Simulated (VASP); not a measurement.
## HfB2: electric field gradients with PBE

The system is HfB2.

```
Hf B
1.0
     3.11893    0.00000    0.00000
    -1.55946    2.70107    0.00000
     0.00000    0.00000    3.45664
Hf B
1 2
Cartesian
  0.0000 0.0000 0.0000
  0.0000 1.8007 1.7283
  1.5595 0.9004 1.7283
```

This cell differs from its parent crystal: volume scaled by 0.98.

- Program: VASP 6.6.1
- Task: electric field gradients
- Functional: PBE
- Potentials or basis: VASP PAW PBE potentials, release 64 (Hf_pv, B)
- Cutoff: 520 eV
- k mesh: 13 × 13 × 11
- Occupations: fermi-dirac, width 0.05 eV
- Spin: no spin polarisation
- Dipole correction: no
- Further INCAR settings: ALGO = Normal; EDIFF = 1e-08; NBANDS = 15

```yaml
Pressure: 6.4 GPa
Band_gap_on_the_k_mesh: zero (band 8 reaches 8.48 eV, above the bottom of band 9 at 7.44 eV)
```

Stress tensor (GPa, compression positive):
```
6.47 0.00 0.00
0.00 6.47 0.00
0.00 0.00 6.20
```

Levels at points of the mesh, in eV from the Fermi level:
| k point | band 6 | band 7 | band 8 | band 9 | band 10 | band 11 |
| --- | --- | --- | --- | --- | --- | --- |
| (0.00, 0.00, 0.00) | -3.03 | -3.03 | -2.86 | 4.04 | 4.04 | 4.69 |

Electric field gradients, principal values (V/Å²):
| atom | least | middle | greatest (by size) |
| --- | --- | --- | --- |
| 1 Hf | -38.726 | -38.726 | 77.451 |
| 2 B | -0.761 | -0.761 | 1.523 |
| 3 B | -0.761 | -0.761 | 1.523 |

It took 28 s on 1 thread of Intel(R) Xeon(R) Platinum 8488C (Sapphire Rapids), on a shared host, peak memory 0.18 GiB.

Caveat: without QUAD_EFG the Cq values of the log hold for a quadrupole moment of 1 mb, not for the nuclei; spin-orbit coupling is left out, which moves the levels of the heavy elements.
